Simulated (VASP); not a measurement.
Write the native input for VASP 6.6.1 that does the following.

- Task: single point
- Functional: PBE
- Potentials or basis: VASP PAW PBE potentials, release 64 (Cr_sv)
- Cutoff: 600 eV
- k mesh: 10 × 10 × 10
- Occupations: fermi-dirac, width 0.05 eV
- Spin: collinear spin, ferromagnetic start
- Starting moments: [1.5] μB
- Fixed moment: 1.5 μB
- Dipole correction: no
- Second run: valence_matched
- Further INCAR settings: ALGO = Normal; EDIFF = 1e-06; NBANDS = 17

The structure of Cr lies in POSCAR:

```
Cr
1.0
   -1.4844496776      1.4844496776      1.4844496776
    1.4844496776     -1.4844496776      1.4844496776
    1.4844496776      1.4844496776     -1.4844496776
Cr
1
Direct
    0.0000000000      0.0000000000      0.0000000000
```

One way to write it, as run:

INCAR

```
SYSTEM = Cr
  ALGO = Normal
  EDIFF = 1E-6
  ENCUT = 600
  GGA = PE
  GGA_COMPAT = .FALSE.
  ISIF = 2
  ISMEAR = -1
  ISPIN = 2
  LASPH = .TRUE.
  LCHARG = .FALSE.
  LMAXMIX = 4
  LORBIT = 11
  LREAL = .FALSE.
  LWAVE = .FALSE.
  MAGMOM = 1.5
  NBANDS = 17
  NELM = 200
  NUPDOWN = 1.5
  PREC = Accurate
  SIGMA = 0.05
```

KPOINTS

```
k-points
0
G
  10 10 10
  0 0 0
```

Potentials or basis: VASP PAW PBE potentials, release 64 (Cr_sv).

Command:

```bash
$ cat potpaw_PBE.64/Cr_sv/POTCAR > POTCAR
$ mpirun -np 1 vasp_std > vasp.out
```

Results of the run:

* Pressure: -11.4 GPa
* Net moment: 1.50 μB per cell
* Site moments: Cr +1.26 μB
* Valence electrons inside the program's atomic spheres: Cr 11.72

Caveat: the total moment is fixed, so each spin has its own Fermi level.

It took 28 s on 1 thread of AMD EPYC 9R45 96-Core Processor (Zen 5), with other jobs on the host, peak memory 0.12 GiB.
